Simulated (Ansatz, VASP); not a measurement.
**GaN: VASP beside Ansatz**

INCAR

```
PREC = Accurate
ENCUT = 520
EDIFF = 1E-6
ISMEAR = -1
SIGMA = 0.3447
LREAL = False
LASPH = True
NELM = 100
ALGO = Normal
ISIF = 2
LWAVE = False
LCHARG = True
GGA = PE
LELF = True
LVHAR = True
NBANDS = 76
```

The input KPOINTS:

```
regular mesh
0
Gamma
  4 4 4
```

File POSCAR:

```
GaN
1.0
    5.4688290000     -0.0987570000     -0.2611840000
   -0.0987570000      5.7463480000     -0.0120910000
   -0.2611840000     -0.0120910000      5.5829250000
Ga N
7 7
Direct
    0.0404124301      0.8270303872      0.8426333862
    0.4587125397      0.6245514749      0.6041503185
    0.7281955082      0.2385206671      0.4430839319
    0.2627426523      0.2439536180      0.9663354752
    0.7262308691      0.6402088760      0.1039018034
    0.7376814855      0.0968343467      0.8852346001
    0.2137336956      0.6384652214      0.2490464401
    0.5377827241      0.8518816828      0.8983480681
    0.5756959238      0.3552197549      0.8662257841
    0.3776605710      0.1335711447      0.2907243239
    0.2563062546      0.9594972898      0.3743106917
    0.0758523873      0.1374483493      0.7024666881
    0.8624647230      0.7878641364      0.4114350306
    0.8378708457      0.6359387055      0.5616792669
```

Input for Ansatz:

```yaml
crystal:
  lattice:
    - [5.468829, -0.098757, -0.261184]
    - [-0.098757, 5.746348, -0.012091]
    - [-0.261184, -0.012091, 5.582925]
  atoms:
    - { symbol: Ga, position: [0.0404124301, 0.8270303872, 0.8426333862] }
    - { symbol: Ga, position: [0.4587125397, 0.6245514749, 0.6041503185] }
    - { symbol: Ga, position: [0.7281955082, 0.2385206671, 0.4430839319] }
    - { symbol: Ga, position: [0.2627426523, 0.243953618, 0.9663354752] }
    - { symbol: Ga, position: [0.7262308691, 0.640208876, 0.1039018034] }
    - { symbol: Ga, position: [0.7376814855, 0.0968343467, 0.8852346001] }
    - { symbol: Ga, position: [0.2137336956, 0.6384652214, 0.2490464401] }
    - { symbol: "N", position: [0.5377827241, 0.8518816828, 0.8983480681] }
    - { symbol: "N", position: [0.5756959238, 0.3552197549, 0.8662257841] }
    - { symbol: "N", position: [0.377660571, 0.1335711447, 0.2907243239] }
    - { symbol: "N", position: [0.2563062546, 0.9594972898, 0.3743106917] }
    - { symbol: "N", position: [0.0758523873, 0.1374483493, 0.7024666881] }
    - { symbol: "N", position: [0.862464723, 0.7878641364, 0.4114350306] }
    - { symbol: "N", position: [0.8378708457, 0.6359387055, 0.5616792669] }
basis:
  ecutwfc: 420
kpoints:
  mp_grid: { grid: [4, 4, 4] }
hamiltonian:
  xc: pbe
scf:
  occupations: { method: fermi_dirac, width: 0.3447 }
output:
  forces: true
  stress: true
  eigenvalues: true
  populations: true
  write_density: true
  write_potential: true
  elf: true
  volumetric_format: npy
```

Alike in both runs: task single point; functional PBE; k mesh 4 × 4 × 4; occupations fermi-dirac, width 0.3447 eV; no spin polarisation.

```csv
,VASP,Ansatz
version,VASP 6.6.1,Ansatz 0.2.0
potentials or method,"VASP PAW PBE potentials, release 64 (Ga_d, N), cutoff 520 eV","scalar-relativistic, plane waves, PAW"
valence electrons in the cell,126,126
```

|  | VASP | Ansatz | Ansatz less VASP |
| --- | --- | --- | --- |
| gap on the k mesh at the Fermi level (eV) | none | none | - |
| rms of the force components (eV/Å) | 1.792 | 1.791 | -0.0012 |

Atom by atom the forces differ by 0.080 eV/Å (rms over components). A gap of «none» marks a metal or a gap that the smearing closes. The functional is the same, so the differences come from potentials, cutoffs and numerics.

Noted on VASP's run: the standard files for N, O and F lose accuracy on very short bonds.
